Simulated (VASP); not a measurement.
A run of VASP 6.6.1 is set up as follows.

The input INCAR:

```
PREC = Accurate
ENCUT = 520
EDIFF = 1E-6
ISMEAR = -1
SIGMA = 0.1
LREAL = False
LASPH = True
NELM = 80
ALGO = Normal
ISIF = 2
LWAVE = False
LCHARG = False
GGA = PS
NBANDS = 19
```

The input KPOINTS:

```
regular mesh
0
Gamma
  12 12 12
```

Contents of POSCAR:

```
Zr
1.0
    0.0000000000      3.0694575045      3.0694575045
    3.0694575045      0.0000000000      3.0694575045
    3.0694575045      3.0694575045      0.0000000000
Zr
2
Direct
   -0.1250000000     -0.1250000000     -0.1250000000
    0.1250000000      0.1250000000      0.1250000000
```

Potentials or basis: VASP PAW PBE potentials, release 64 (Zr_sv).

Run with:

```sh
$ cat potpaw_PBE.64/Zr_sv/POTCAR > POTCAR
$ mpirun -np 1 vasp_std > vasp.out
```

Question: What does it give for the band gap on the k mesh?

Answer: Zero (bands 12 and 13 overlap by 0.26 eV).

Question: Predict the pressure.

Answer: 0.2 GPa.

Caveat: the PAW data sets were made with another functional, which shifts forces and pressure a little.
